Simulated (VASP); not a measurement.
# Ru (Fm-3m) in VASP: notebook

Ru is run at these levels: LDA; tasks: single point.

Program: VASP 6.6.1. These are calculated values, not measurements. Logs are shortened: lines on timing, memory, paths and dates and some standing lists are left out, and cuts for length are marked.

## Step 1: The cell of the first run

The structure is cubic, space group Fm-3m (No. 225). The conventional cell has a = 3.747 Å, b = 3.747 Å, c = 3.747 Å, α = 90.00°, β = 90.00°, γ = 90.00°. Ru (site symmetry m-3m) has 12 Ru at 2.65 Å within 3.5 Å.

## Step 2: Single point, LDA

INCAR reads:

```
PREC     = Accurate       # precision mode
ENCUT    = 520            # plane-wave cutoff, eV
EDIFF    = 1E-6           # SCF threshold, eV
ISMEAR   = -1             # smearing method
SIGMA    = 0.1            # smearing width, eV
LREAL    = False          # projectors in reciprocal space
LASPH    = True           # aspherical terms in the spheres
NELM     = 100            # most SCF steps
ALGO     = Normal         # electronic algorithm
ISIF     = 2              # what is computed and relaxed
LWAVE    = False          # write WAVECAR
LCHARG   = False          # write CHGCAR
GGA      = CA             # functional
NBANDS   = 13             # bands
```

KPOINTS reads:

```
regular mesh
0
Gamma
  14 14 14
```

POSCAR reads:

```
Ru
1.0
    0.0000000000      1.8736991073      1.8736991073
    1.8736991073      0.0000000000      1.8736991073
    1.8736991073      1.8736991073      0.0000000000
Ru
1
Direct
    0.0000000000      0.0000000000      0.0000000000
```

Potentials or basis: VASP PAW LDA potentials, release 64 (Ru_pv).

Run with:

```console
> cat potpaw_LDA.64/Ru_pv/POTCAR > POTCAR
> mpirun -np 1 vasp_std > vasp.out
```

OUTCAR:

```text
PREC = Accurate
   ENCUT = 520
   EDIFF = 1E-6
   ISMEAR = -1
   LREAL = False
   LASPH = True
   NELM = 100
   ISIF = 2
   GGA = CA

 ion  position               nearest neighbor table
   1  0.000  0.000  0.000-

  LATTYP: Found a face centered cubic cell.
 ALAT       =     3.7473982146

  Lattice vectors:

 A1 = (   0.0000000000,   1.8736991073,   1.8736991073)
 A2 = (   1.8736991073,   0.0000000000,   1.8736991073)
 A3 = (   1.8736991073,   1.8736991073,   0.0000000000)

Analysis of symmetry for initial positions (statically):
=====================================================================
 Subroutine PRICEL returns:
 Original cell was already a primitive cell.

 Routine SETGRP: Setting up the symmetry group for a
 face centered cubic supercell.

 Subroutine GETGRP returns: Found 48 space group operations
 (whereof 48 operations were pure point group operations)
 out of a pool of 48 trial point group operations.

The static configuration has the point symmetry O_h .

Analysis of symmetry for dynamics (positions and initial velocities):
=====================================================================
 Subroutine PRICEL returns:
 Original cell was already a primitive cell.

 Routine SETGRP: Setting up the symmetry group for a
 face centered cubic supercell.

 Subroutine GETGRP returns: Found 48 space group operations
 (whereof 48 operations were pure point group operations)
 out of a pool of 48 trial point group operations.

The dynamic configuration has the point symmetry O_h .

 Subroutine INISYM returns: Found 48 space group operations
 (whereof 48 operations are pure point group operations),
 and found     1 'primitive' translations

----------------------------------------------------------------------------------------

                                     Primitive cell

  volume of cell :      13.1562

  direct lattice vectors                    reciprocal lattice vectors
     0.000000000  1.873699107  1.873699107    -0.266851811  0.266851811  0.266851811
     1.873699107  0.000000000  1.873699107     0.266851811 -0.266851811  0.266851811
     1.873699107  1.873699107  0.000000000     0.266851811  0.266851811 -0.266851811

  length of vectors
     2.649810689  2.649810689  2.649810689     0.462200895  0.462200895  0.462200895

[... 77 lines left out ...]
   NELM   =    100;   NELMIN=  2; NELMDL= -5     # of ELM steps
   EDIFF  = 0.1E-05   stopping-criterion for ELM
   LREAL  =      F    real-space projection
   EDIFFG = 0.1E-04   stopping-criterion for IOM
   NSW    =      0    number of steps for IOM
   IBRION =     -1    ionic relax: 0-MD 1-quasi-New 2-CG
   NFREE  =      0    steps in history (QN), initial steepest desc. (CG)
   ISIF   =      2    stress and relaxation
   ISYM   =      2    0-nonsym 1-usesym 2-fastsym
   POTIM  = 0.5000    time-step for ionic-motion
   TEBEG  =    0.0;   TEEND  =   0.0 temperature during run
   PSTRESS=    0.0 pullay stress
   NELECT =      14.0000    total number of electrons
   NUPDOWN=      -1.0000    fix difference up-down
   EMIN   =  10.00;   EMAX   =-10.00  energy-range for DOS
   EFERMI =   0.00;   METHOD = LEGACY
   ISMEAR =    -1;   SIGMA  =   0.10  broadening in eV -4-tet -1-fermi 0-gaus
   EFERMI_NEDOS =   21; number of points for ismear=-14 and -15
   IALGO  =     38    algorithm
   IMIX   =      4    mixing-type and parameters
     AMIX     =   0.40;   BMIX     =  1.00
     AMIX_MAG =   1.60;   BMIX_MAG =  1.00
  volume/ion in A,a.u.               =      13.16        88.78
  Fermi-wavevector in a.u.,A,eV,Ry     =   1.671377  3.158444 38.007873  2.793500
  Thomas-Fermi vector in A             =   2.756710
   LORBIT       =      0    0 simple, 1 ext, 2 COOP (PROOUT), +10 PAW based schemes
   GGA     = CA    functional components
   LHFCALC =     F    Hartree Fock is set to
   AEXX    =    0.0000 exact exchange contribution
   IVDW    =     0    specifies the selected vdW correction
   LEPSILON=     F    determine dielectric tensor
   LRPA    =     F    only Hartree local field effects (RPA)
 non-spin polarized calculation
  energy-cutoff  :      520.00
  volume of cell :       13.16
 maximum number of plane-waves:       368
   NGX =  9   NGY =  9   NGZ =  9

 number of electron      14.0000004 magnetization

 Free energy of the ion-electron system (eV)
  ---------------------------------------------------
  ext. energy  EPLUGINS =         0.00000000
  ---------------------------------------------------
  free energy    TOTEN  =       -10.58746647 eV

  energy without entropy =      -10.54821199  energy(sigma->0) =      -10.56783923

 E-fermi :  13.1660     XC(G=0): -14.5739

 val. band max:       13.1532686072   @ k =   0.0714   0.0714   0.0000
 cond. band min:      13.1708998525   @ k =   0.3571   0.2143   0.0714
 fundamental gap:      0.0176312454
 Fermi energy:        13.1660466742

 k-point     1 :       0.0000    0.0000    0.0000
  band No.  band energies     occupation
      1     -29.0231      2.00000
      2     -29.0231      2.00000
      3     -29.0231      2.00000
      4       5.0656      2.00000
      5      10.4718      2.00000
      6      10.4718      2.00000
      7      10.4718      2.00000
      8      13.0690      1.45027
      9      13.0690      1.45027
     10      23.2683      0.00000
     11      28.1928      0.00000
     12      34.0568      0.00000
     13      34.0568      0.00000
[... 354 lines left out ...]
  band No.  band energies     occupation
      1     -29.6335      2.00000
      2     -29.1884      2.00000
      3     -29.1759      2.00000
      4       7.4537      2.00000
      5       9.2040      2.00000
      6      10.8339      2.00000
      7      11.5661      2.00000
      8      13.0463      1.53622
      9      13.9665      0.00067
     10      23.2681      0.00000
     11      29.6232      0.00000
     12      31.8035      0.00000
     13      34.7227      0.00000

 [... further k-points ...]
[... 5 lines left out ...]
  --------------------------------------------------------------------------------------
  -------------------------------------------------------------------------------------
  Total        0.0831379      0.0831379      0.0831379      0.0000000      0.0000000     -0.0000000
  in kB       10.1246489     10.1246489     10.1246489      0.0000000      0.0000000     -0.0000000
  external PRESSURE =      10.1246489 kB  Pullay stress =       0.0000000 kB

 VOLUME and BASIS-vectors are now :
 -----------------------------------------------------------------------------
  energy-cutoff  :      520.00
  volume of cell :       13.16
      direct lattice vectors                 reciprocal lattice vectors
     0.000000000  1.873699107  1.873699107    -0.266851811  0.266851811  0.266851811
     1.873699107  0.000000000  1.873699107     0.266851811 -0.266851811  0.266851811
     1.873699107  1.873699107  0.000000000     0.266851811  0.266851811 -0.266851811

 POSITION                                       TOTAL-FORCE (eV/Angst)
 -----------------------------------------------------------------------------------
      0.00000      0.00000      0.00000        -0.000000      0.000000      0.000000
 -----------------------------------------------------------------------------------
    total drift:                                0.000000      0.000000      0.000000

  FREE ENERGIE OF THE ION-ELECTRON SYSTEM (eV)
  ---------------------------------------------------
  free  energy   TOTEN  =       -10.5874664664 eV

  energy  without entropy=      -10.5482119900  energy(sigma->0) =      -10.56783923
```

OSZICAR:

```text
N       E                     dE             d eps       ncg     rms          rms(c)
DAV:   1     0.105039006963E+03    0.10504E+03   -0.84080E+03  2736   0.116E+03
DAV:   2    -0.999196011130E+01   -0.11503E+03   -0.11046E+03  2959   0.327E+02
DAV:   3    -0.112959581052E+02   -0.13040E+01   -0.13002E+01  3004   0.381E+01
DAV:   4    -0.112996849199E+02   -0.37268E-02   -0.37268E-02  3009   0.219E+00
DAV:   5    -0.112997087349E+02   -0.23815E-04   -0.23815E-04  2979   0.159E-01    0.141E+01
DAV:   6    -0.106435181198E+02    0.65619E+00   -0.10101E+00  2749   0.133E+01    0.386E+00
DAV:   7    -0.105935249121E+02    0.49993E-01   -0.70461E-02  2959   0.321E+00    0.984E-01
DAV:   8    -0.105874327929E+02    0.60921E-02   -0.50005E-03  2754   0.977E-01    0.812E-02
DAV:   9    -0.105874559053E+02   -0.23112E-04   -0.29057E-05  3079   0.655E-02    0.221E-02
DAV:  10    -0.105874664870E+02   -0.10582E-04   -0.21181E-06  2775   0.136E-02    0.209E-03
DAV:  11    -0.105874664664E+02    0.20602E-07   -0.32992E-08  1502   0.225E-03
   1 F= -.10587466E+02 E0= -.10567839E+02  d E =-.392545E-01
```

stdout:

```text
POSCAR found type information on POSCAR Ru
 POSCAR found :  1 types and       1 ions
 scaLAPACK will be used
 LDA part: xc-table for (Slater(with rela. corr.)+CA(PZ))
 , standard interpolation
 POSCAR, INCAR and KPOINTS ok, starting setup
 FFT: planning ... GRIDC
 FFT: planning ... GRID_SOFT
 FFT: planning ... GRID
 WAVECAR not read
 entering main loop
```

It took 10 s on 1 thread of Intel Xeon 6975P-C (Granite Rapids), shared host; peak memory 0.13 GiB.

What came out:

* Free energy: -10.5875 eV
* Pressure: 1.0 GPa
* Band gap on the k mesh: zero (band 7 reaches 15.60 eV, above the bottom of band 8 at 11.95 eV)

## Step 3: Single point, LDA (volume scaled by 0.88)

INCAR reads:

```
PREC = Accurate ; ENCUT = 520
EDIFF = 1E-6 ; ISMEAR = -1
SIGMA = 0.1 ; LREAL = F
LASPH = T ; NELM = 100
ALGO = Normal ; ISIF = 2
LWAVE = F ; LCHARG = F
NBANDS = 13
```

KPOINTS reads:

```
Automatic mesh
0
Gamma
  16 16 16
```

POSCAR reads:

```
Ru
1.0
    0.0000000000      1.7955358217      1.7955358217
    1.7955358217      0.0000000000      1.7955358217
    1.7955358217      1.7955358217      0.0000000000
Ru
1
Direct
    0.0000000000      0.0000000000      0.0000000000
```

Potentials or basis: VASP PAW LDA potentials, release 64 (Ru_pv).

Run with:

```console
> cat potpaw_LDA.64/Ru_pv/POTCAR > POTCAR
> mpirun -np 1 vasp_std > vasp.out
```

Run time: 15 s. Hardware: 1 thread of Intel Xeon 6975P-C (Granite Rapids), shared host; peak memory 0.13 GiB.

The run converged. Its results:

```yaml
Free_energy: -10.3059 eV
Pressure: 63.8 GPa
Band_gap_on_the_k_mesh: zero (band 7 reaches 18.72 eV, above the bottom of band 8 at 14.04 eV)
```

Levels at points of the mesh, in eV from the Fermi level:
```
           k point  band 4  band 5  band 6  band 7  band 8  band 9  band 10  band 11
(0.00, 0.00, 0.00)   -8.90   -3.35   -3.35   -3.35   -0.18   -0.18     9.94    14.70
(0.50, 0.00, 0.00)   -7.46   -3.52   -3.52    1.23    2.23    2.23     9.94    12.32
(0.50, 0.50, 0.00)   -8.06   -7.52    2.20    2.91    2.91    4.29     9.94    14.50
```

## Step 4: Single point, LDA (volume scaled by 0.92)

INCAR reads:

```
SYSTEM = Ru
  PREC = Accurate
  ENCUT = 520
  EDIFF = 1E-6
  ISMEAR = -1
  SIGMA = 0.1
  LREAL = .FALSE.
  LASPH = .TRUE.
  NELM = 60
  ALGO = Normal
  ISIF = 2
  LWAVE = .FALSE.
  LCHARG = .FALSE.
  GGA = CA
  NBANDS = 13
```

KPOINTS reads:

```
regular mesh
0
G
  16 16 16
  0 0 0
```

POSCAR reads:

```
Ru
1.0
    0.0000000000      1.8223388154      1.8223388154
    1.8223388154      0.0000000000      1.8223388154
    1.8223388154      1.8223388154      0.0000000000
Ru
1
Direct
    0.0000000000      0.0000000000      0.0000000000
```

Run with:

```console
> cat potpaw_LDA.64/Ru_pv/POTCAR > POTCAR
> mpirun -np 1 vasp_std > vasp.out
```

Run time: 13 s. Hardware: 1 thread of Intel Xeon 6975P-C (Granite Rapids), shared host; peak memory 0.13 GiB.

Results (log left out):

```
Free energy            : -10.4717 eV
Pressure               : 37.8 GPa
Band gap on the k mesh : zero (band 7 reaches 17.59 eV, above the bottom of band 8 at 13.22 eV)
```

Levels at points of the mesh, in eV from the Fermi level:
| k point | band 4 | band 5 | band 6 | band 7 | band 8 | band 9 | band 10 | band 11 |
| --- | --- | --- | --- | --- | --- | --- | --- | --- |
| (0.00, 0.00, 0.00) | -8.65 | -3.13 | -3.13 | -3.13 | -0.17 | -0.17 | 9.97 | 14.81 |
| (0.50, 0.00, 0.00) | -7.07 | -3.29 | -3.29 | 1.14 | 2.08 | 2.08 | 9.97 | 11.64 |
| (0.50, 0.50, 0.00) | -7.57 | -7.05 | 2.05 | 2.71 | 2.71 | 4.07 | 9.97 | 14.17 |

## Step 5: Single point, LDA (volume scaled by 0.96)

INCAR reads:

```
SYSTEM = Ru
PREC = Accurate
ENCUT = 520
EDIFF = 1E-6
ISMEAR = -1
SIGMA = 0.1
LREAL = .FALSE.
LASPH = .TRUE.
NELM = 80
ALGO = Normal
ISIF = 2
LWAVE = .FALSE.
LCHARG = .FALSE.
NBANDS = 13
```

KPOINTS is that of step 4.

POSCAR reads:

```
Ru
1.0
    0.0000000000      1.8483757448      1.8483757448
    1.8483757448      0.0000000000      1.8483757448
    1.8483757448      1.8483757448      0.0000000000
Ru
1
Direct
    0.0000000000      0.0000000000      0.0000000000
```

Potentials or basis: VASP PAW LDA potentials, release 64 (Ru_pv).

Run with:

```console
> cat potpaw_LDA.64/Ru_pv/POTCAR > POTCAR
> mpirun -np 1 vasp_std > vasp.out
```

OUTCAR:

```text
SYSTEM = Ru
   PREC = Accurate
   ENCUT = 520
   EDIFF = 1E-6
   ISMEAR = -1
   LREAL = .FALSE.
   LASPH = .TRUE.
   NELM = 80
   ISIF = 2

 ion  position               nearest neighbor table
   1  0.000  0.000  0.000-

  LATTYP: Found a face centered cubic cell.
 ALAT       =     3.6967514896

  Lattice vectors:

 A1 = (   0.0000000000,   1.8483757448,   1.8483757448)
 A2 = (   1.8483757448,   0.0000000000,   1.8483757448)
 A3 = (   1.8483757448,   1.8483757448,   0.0000000000)

Analysis of symmetry for initial positions (statically):
[... 553 lines left out ...]
      7      11.3332      2.00000
      8      13.5802      1.97544
      9      13.8771      1.60993
     10      24.0212      0.00000
     11      29.7380      0.00000
     12      33.4626      0.00000
     13      35.3122      0.00000

 [... further k-points ...]
[... 5 lines left out ...]
  --------------------------------------------------------------------------------------
  -------------------------------------------------------------------------------------
  Total        1.3601665      1.3601665      1.3601665     -0.0000000     -0.0000000      0.0000000
  in kB      172.5447984    172.5447984    172.5447984     -0.0000000     -0.0000000      0.0000000
  external PRESSURE =     172.5447984 kB  Pullay stress =       0.0000000 kB

 VOLUME and BASIS-vectors are now :
 -----------------------------------------------------------------------------
  energy-cutoff  :      520.00
  volume of cell :       12.63
      direct lattice vectors                 reciprocal lattice vectors
     0.000000000  1.848375745  1.848375745    -0.270507770  0.270507770  0.270507770
     1.848375745  0.000000000  1.848375745     0.270507770 -0.270507770  0.270507770
     1.848375745  1.848375745  0.000000000     0.270507770  0.270507770 -0.270507770

 POSITION                                       TOTAL-FORCE (eV/Angst)
 -----------------------------------------------------------------------------------
      0.00000      0.00000      0.00000         0.000000     -0.000000      0.000000
 -----------------------------------------------------------------------------------
    total drift:                                0.000000      0.000000      0.000000

  FREE ENERGIE OF THE ION-ELECTRON SYSTEM (eV)
  ---------------------------------------------------
  free  energy   TOTEN  =       -10.5613020314 eV

  energy  without entropy=      -10.5288097963  energy(sigma->0) =      -10.54505591
```

OSZICAR:

```text
N       E                     dE             d eps       ncg     rms          rms(c)
DAV:   1     0.103368169590E+03    0.10337E+03   -0.83549E+03  3783   0.116E+03
DAV:   2    -0.100427890191E+02   -0.11341E+03   -0.10893E+03  4055   0.326E+02
DAV:   3    -0.112461262006E+02   -0.12033E+01   -0.12001E+01  4175   0.371E+01
DAV:   4    -0.112494391223E+02   -0.33129E-02   -0.33129E-02  4135   0.208E+00
DAV:   5    -0.112494598557E+02   -0.20733E-04   -0.20733E-04  4190   0.149E-01    0.155E+01
DAV:   6    -0.106233967126E+02    0.62606E+00   -0.91757E-01  3845   0.128E+01    0.467E+00
DAV:   7    -0.105674706558E+02    0.55926E-01   -0.80142E-02  4080   0.350E+00    0.112E+00
DAV:   8    -0.105612720552E+02    0.61986E-02   -0.59743E-03  3840   0.109E+00    0.813E-02
DAV:   9    -0.105612911087E+02   -0.19054E-04   -0.36556E-05  4250   0.778E-02    0.235E-02
DAV:  10    -0.105613020700E+02   -0.10961E-04   -0.22707E-06  3883   0.141E-02    0.248E-03
DAV:  11    -0.105613020314E+02    0.38629E-07   -0.99754E-08  2095   0.437E-03
   1 F= -.10561302E+02 E0= -.10545056E+02  d E =-.324922E-01
```

stdout:

```text
POSCAR found type information on POSCAR Ru
 POSCAR found :  1 types and       1 ions
 scaLAPACK will be used
 LDA part: xc-table for (Slater(with rela. corr.)+CA(PZ))
 , standard interpolation
 POSCAR, INCAR and KPOINTS ok, starting setup
 FFT: planning ... GRIDC
 FFT: planning ... GRID_SOFT
 FFT: planning ... GRID
 WAVECAR not read
 entering main loop
```

Run time: 14 s. Hardware: 1 thread of Intel Xeon 6975P-C (Granite Rapids), shared host; peak memory 0.13 GiB.

Results:

```
Free energy            : -10.5613 eV
Pressure               : 17.3 GPa
Band gap on the k mesh : zero (band 7 reaches 16.55 eV, above the bottom of band 8 at 12.47 eV)
```

## Step 6: Single point, LDA

INCAR reads:

```
  PREC = Accurate
  ENCUT = 520
  EDIFF = 1E-6
  ISMEAR = -1
  SIGMA = 0.1
  LREAL = F
  LASPH = T
  NELM = 80
  ALGO = Normal
  ISIF = 2
  LWAVE = F
  LCHARG = F
  GGA = CA
  NBANDS = 13
```

KPOINTS reads:

```
Automatic mesh
0
Gamma
  16 16 16
```

POSCAR reads:

```
Ru
1.0
    0.0000000000      1.8736991073      1.8736991073
    1.8736991073      0.0000000000      1.8736991073
    1.8736991073      1.8736991073      0.0000000000
Ru
1
Direct
    0.0000000000      0.0000000000      0.0000000000
```

Potentials or basis: VASP PAW LDA potentials, release 64 (Ru_pv).

Run with:

```console
> cat potpaw_LDA.64/Ru_pv/POTCAR > POTCAR
> mpirun -np 1 vasp_std > vasp.out
```

It took 15 s on 1 thread of Intel Xeon 6975P-C (Granite Rapids), shared host; peak memory 0.13 GiB.

The run converged. Its results:

```
Free energy            : -10.5905 eV
Pressure               : 0.9 GPa
Band gap on the k mesh : zero (band 7 reaches 15.60 eV, above the bottom of band 8 at 11.78 eV)
```

Levels at points of the mesh, in eV from the Fermi level:
```tsv
k point	band 4	band 5	band 6	band 7	band 8	band 9	band 10	band 11
(0.00, 0.00, 0.00)	-8.16	-2.76	-2.76	-2.76	-0.16	-0.16	10.04	14.96
(0.50, 0.00, 0.00)	-6.38	-2.89	-2.89	1.03	1.82	1.82	10.02	10.46
(0.50, 0.50, 0.00)	-6.73	-6.25	1.79	2.37	2.37	3.73	10.03	13.58
```

## Step 7: The runs side by side

```csv
cell,k mesh,gap on the mesh (eV),pressure (GPa)
"a = 2.650 Å, angles 60.0°, 1 atom",14 × 14 × 14,none,1.0
"a = 2.539 Å, angles 60.0°, 1 atom",16 × 16 × 16,none,63.8
"a = 2.577 Å, angles 60.0°, 1 atom",16 × 16 × 16,none,37.8
"a = 2.614 Å, angles 60.0°, 1 atom",16 × 16 × 16,none,17.3
"a = 2.650 Å, angles 60.0°, 1 atom",16 × 16 × 16,none,0.9
```

Alike in all rows: task single point; level LDA; potentials or basis VASP PAW LDA potentials, release 64 (Ru_pv); no spin polarisation; cutoff (eV) 520; smearing fermi-dirac 0.1 eV.

Absolute energies hang on the potentials; compare differences alone.
